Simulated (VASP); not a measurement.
The system is Cr.

```xyz
1
Lattice="-0.0174 1.8156 1.8107 1.8310 -0.0170 1.8103 1.8559 1.8401 -0.0419" Properties=species:S:1:pos:R:3 pbc="T T T"
Cr    0.0000    0.0000    0.0000
```

Base run:

```yaml
Program: VASP 6.6.1
Functional: PBE
Potentials_or_basis: VASP PAW PBE potentials, release 64 (Cr_sv)
Cutoff: 700 eV
k_mesh: 10 × 10 × 10
Occupations: fermi-dirac, width 0.05 eV
Spin: collinear spin, ferromagnetic start
Starting_moments: "[2.2] μB"
Fixed_moment: 2.2 μB
```

Its results: pressure 12.0 GPa; site moments Cr +1.82 μB.

**Question.** The run is repeated on the same cell with these changes: fixed moment from 2.2 μB to 1.5 μB; moments at the start from [2.2] to [1.5]. What comes out?

**Answer.** Pressure -0.4 GPa; site moments Cr +1.26 μB.

Caveats: the total moment is fixed, so each spin has its own Fermi level and the state may be an excited one; the cell stands under pressure (at least some runs).
